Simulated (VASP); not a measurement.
A run of VASP 6.6.1:

File POSCAR:

```
Os
1.0
    0.0000000000      1.9158250000      1.9450000000
    1.9158250000      0.0000000000      1.9450000000
    1.9158250000      1.9158250000      0.0000000000
Os
1
Direct
    0.0000000000      0.0000000000      0.0000000000
```

Contents of INCAR.step1:

```
SYSTEM = Os
ALGO = Normal
EDIFF = 1E-4
ENCUT = 520
GGA = PE
ISMEAR = 0
LASPH = .TRUE.
LCHARG = .FALSE.
LREAL = .FALSE.
LWAVE = .TRUE.
NBANDS = 10
NELM = 100
PREC = Accurate
SIGMA = 0.15
```

The input INCAR.step2:

```
SYSTEM = Os
ALGO = Normal
EDIFF = 1E-6
ENCUT = 520
ISIF = 2
ISMEAR = 0
ISTART = 1
LASPH = .TRUE.
LCHARG = .TRUE.
LELF = .TRUE.
LMIXTAU = .TRUE.
LREAL = .FALSE.
LVHAR = .TRUE.
LWAVE = .FALSE.
METAGGA = R2SCAN
NBANDS = 10
NELM = 100
PREC = Accurate
SIGMA = 0.15
```

Contents of KPOINTS:

```
k-points
0
G
  20 20 20
  0 0 0
```

Potentials or basis: VASP PAW PBE potentials, release 64 (Os).

The run is started by

```console
$ cat potpaw_PBE.64/Os/POTCAR > POTCAR
$ cp INCAR.step1 INCAR
$ mpirun -np 1 vasp_std > vasp.out
$ cp INCAR.step2 INCAR
$ mpirun -np 1 vasp_std > vasp.out
```

Hardware: 1 thread of Intel(R) Xeon(R) 6975P-C (Granite Rapids), with other jobs on the host.

Problem. Estimate the wall time of this run.

Solution. It took 3.9 min on 1 thread of Intel(R) Xeon(R) 6975P-C (Granite Rapids) (shared host), peak memory 0.21 GiB. Counts: k points 641.
